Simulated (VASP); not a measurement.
Wanted: the native input for a VASP 6.6.1 run.

```yaml
Task: single point
Functional: PBE
Potentials_or_basis: VASP PAW PBE potentials, release 64 (Ga_d)
Cutoff: 520 eV
k_mesh: 10 × 8 × 7
Occupations: fermi-dirac, width 0.05 eV
Spin: no spin polarisation
Dipole_correction: no
Further_INCAR_settings: ALGO = Normal; EDIFF = 1e-06; NBANDS = 20
```

The structure of Ga lies in POSCAR:

```
Ga
1.0
    2.7408712373      0.0000000000      0.0000000000
    0.0000000000      3.2372572885      0.0000000000
   -1.3252743986      0.0000000000      3.9363439549
Ga
2
Direct
    0.1345962700      0.7500000000      0.7701668300
    0.8654037300      0.2500000000      0.2298331700
```

The input as run:

INCAR

```
SYSTEM = Ga
PREC = Accurate
ENCUT = 520
EDIFF = 1E-6
ISMEAR = -1
SIGMA = 0.05
LREAL = .FALSE.
LASPH = .TRUE.
NELM = 60
ALGO = Normal
ISIF = 2
LWAVE = .FALSE.
LCHARG = .FALSE.
GGA = PE
NBANDS = 20
```

KPOINTS

```
Automatic mesh
0
G
  10 8 7
  0 0 0
```

Potentials or basis: VASP PAW PBE potentials, release 64 (Ga_d).

The run is started by

```bash
$ cat potpaw_PBE.64/Ga_d/POTCAR > POTCAR
$ mpirun -np 1 vasp_std > vasp.out
```

It gave:

```
Pressure               : 5.9 GPa
Largest force          : 0.102 eV/Å
Band gap on the k mesh : zero (bands 13 and 14 overlap by 8.62 eV)
```

Caveat: the cell stands under pressure.

Wall time 27 s on 1 thread of Intel(R) Xeon(R) 6975P-C (Granite Rapids), on a shared host, peak memory 0.21 GiB.
